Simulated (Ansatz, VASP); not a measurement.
Pt3Se in VASP and in Ansatz

```
Pt Se
1.0
     4.03715    0.00000    0.00000
     0.00000    4.03715    0.00000
     0.00000    0.00000    4.03715
Pt Se
3 1
Cartesian
  0.0000 2.0186 2.0186
  2.0186 0.0000 2.0186
  2.0186 2.0186 0.0000
  0.0000 0.0000 0.0000
```

Alike in both runs: functional PBE; k mesh 12 × 12 × 12; occupations gaussian, width 0.1 eV; no spin polarisation.

Ansatz relaxed the structure, and its values are those at the end. VASP's run is a single point on that final structure, the one shown.

|  | VASP | Ansatz |
| --- | --- | --- |
| version | VASP 6.6.1 | Ansatz 0.2.0 |
| potentials or method | VASP PAW PBE potentials, release 64 (Pt, Se), cutoff 520 eV | scalar-relativistic, plane waves, PAW |
| valence electrons in the cell | 36 | 70 |

```tsv
	VASP	Ansatz	Ansatz less VASP
gap on the k mesh at the Fermi level (eV)	none	none	-
pressure (GPa)	-0.3	0.0	+0.25
```

A gap of «none» marks a metal or a gap that the smearing closes. VASP's potentials hold 36 valence electrons a cell and Ansatz's 70, so a difference there can come from the potentials and not from the codes.

Spin-orbit coupling is off throughout.
